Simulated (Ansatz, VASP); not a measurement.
**W in VASP and in Ansatz**

INCAR

```
PREC     = Accurate       # precision mode
ENCUT    = 520            # plane-wave cutoff, eV
EDIFF    = 1E-7           # SCF threshold, eV
ISMEAR   = -1             # smearing method
SIGMA    = 0.1            # smearing width, eV
LREAL    = False          # projectors in reciprocal space
LASPH    = True           # aspherical terms in the spheres
NELM     = 80             # most SCF steps
ALGO     = Normal         # electronic algorithm
ISIF     = 2              # what is computed and relaxed
LWAVE    = False          # write WAVECAR
LCHARG   = True           # write CHGCAR
GGA      = PE             # functional
LELF     = True           # ELF
LVHAR    = True         
NBANDS   = 13             # bands
```

KPOINTS

```
regular mesh
0
Gamma
  16 16 16
```

File POSCAR:

```
W
1.0
    2.4070563727      0.0000000000      0.0000000000
    0.0000000000      2.4070563727      0.0000000000
    0.0000000000      0.0000000000      2.4070563727
W
1
Direct
    0.0000000000      0.0000000000      0.0000000000
```

Input for Ansatz:

```yaml
crystal:
  lattice:
    - [2.4070563727, 0.0, 0.0]
    - [0.0, 2.4070563727, 0.0]
    - [0.0, 0.0, 2.4070563727]
  atoms:
    - { symbol: W, position: [0.0, 0.0, 0.0] }
kpoints:
  mp_grid: { grid: [16, 16, 16] }
scf:
  occupations: { method: fermi_dirac, width: 0.1 }
hamiltonian:
  xc: pbe
  pseudopotentials: { kind: all_electron, lapw: { basis_error: 0.001 } }
output:
  forces: true
  stress: true
  eigenvalues: true
  populations: true
```

Change from the starting cell: volume scaled by 0.76, LAPW.

Alike in both runs: task single point; functional PBE; k mesh 16 × 16 × 16; occupations fermi-dirac, width 0.1 eV; no spin polarisation.

```csv
,VASP,Ansatz
version,VASP 6.6.1,Ansatz 0.2.0
potentials or method,"VASP PAW PBE potentials, release 64 (W_sv), cutoff 520 eV","all-electron LAPW, scalar-relativistic"
```

Ansatz gave:

- pressure (GPa): 104.5

Q: Which values does VASP return?

A: Pressure (GPa): 108.4.

Both programs put the cell under a high pressure, so it lies far from rest at this level. Ansatz ran all-electron here, and VASP with PAW potentials.

Neither program's run includes spin-orbit coupling. Noted on VASP's run: the cell as given lies far from equilibrium.
